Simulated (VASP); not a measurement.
## HgTe: single point with r2SCAN+D3(BJ)

The system is HgTe.

```
Hg Te
1.0
    -2.91855    2.91855    1.49436
     2.91855   -2.91855    1.49436
     2.91855    2.91855   -1.49436
Hg Te
1 1
Direct
  0.25000 0.75000 0.50000
  0.00000 0.00000 0.00000
```

```yaml
Program: VASP 6.6.1
Task: single point
Functional: r2SCAN
Dispersion: D3(BJ)
Potentials_or_basis: VASP PAW PBE potentials, release 64 (Hg, Te)
Cutoff: 520 eV
k_mesh: 8 × 8 × 8
Occupations: fermi-dirac, width 0.05 eV
Spin: no spin polarisation
```

- Pressure: 4.8 GPa
- Band gap on the k mesh: zero (band 9 reaches 7.79 eV, above the bottom of band 10 at 4.05 eV)
- Dispersion energy per atom: -0.230 eV

Stress tensor (GPa, compression positive):
```
3.76 0.00 0.00
0.00 3.76 0.00
0.00 0.00 6.95
```

Levels at points of the mesh, in eV from the Fermi level:
| k point | band 7 | band 8 | band 9 | band 10 | band 11 | band 12 |
| --- | --- | --- | --- | --- | --- | --- |
| (0.00, 0.00, 0.00) | -3.55 | -3.21 | -3.21 | 4.26 | 4.71 | 7.64 |
| (0.50, 0.00, 0.00) | -5.40 | -2.35 | -1.55 | -0.25 | 3.66 | 3.81 |
| (0.50, 0.50, 0.00) | -6.90 | -1.15 | 1.90 | 2.01 | 2.93 | 3.92 |
| (0.50, 0.50, 0.50) | -5.46 | -5.46 | -5.09 | 3.79 | 7.77 | 9.36 |

It took 3.1 min on 1 thread of Intel(R) Xeon(R) Platinum 8259CL CPU @ 2.50GHz (Skylake/Cascade Lake) (shared host), peak memory 0.25 GiB.

Caveat: three body term missing; the PAW data sets were made with another functional, which shifts forces and pressure a little; spin-orbit coupling is left out, which moves the levels of the heavy elements; pairwise dispersion overbinds metals, which lowers pressure and volume.
